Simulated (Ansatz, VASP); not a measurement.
**PbSe: VASP beside Ansatz**

```xyz
8
Lattice="6.1030 0.0000 0.0000 0.0000 -6.1030 0.0000 0.0000 0.0000 -6.1030" Properties=species:S:1:pos:R:3 pbc="T T T"
Pb    0.0000   -6.1030   -6.1030
Pb    3.0515   -3.0515   -6.1030
Pb    3.0515   -6.1030   -3.0515
Pb    0.0000   -3.0515   -3.0515
Se    3.0515    0.0000    0.0000
Se    0.0000   -3.0515    0.0000
Se    0.0000    0.0000   -3.0515
Se    3.0515   -3.0515   -3.0515
```

Alike in both runs: functional PBEsol; k mesh 6 × 6 × 6; occupations gaussian, width 0.01 eV; no spin polarisation.

Ansatz relaxed the structure, and its values are those at the end. VASP's run is a single point on that final structure, the one shown.

```csv
,VASP,Ansatz
version,VASP 6.6.1,Ansatz 0.2.0
potentials or method,"VASP PAW PBE potentials, release 64 (Pb_d, Se), cutoff 520 eV","scalar-relativistic, plane waves, PAW"
valence electrons in the cell,80,120
```

```tsv
	VASP	Ansatz	Ansatz less VASP
gap on the k mesh at the Fermi level (eV)	0.17	0.17	-0.004
least direct gap on the mesh (eV)	0.17	0.17	-0.004
pressure (GPa)	0.0	0.0	+0.01
```

VASP's potentials were made for PBE, not for PBEsol. The functional is the same, so the differences come from potentials, cutoffs and numerics. VASP's potentials hold 80 valence electrons a cell and Ansatz's 120, so a difference there can come from the potentials and not from the codes.

Spin-orbit coupling is off throughout.
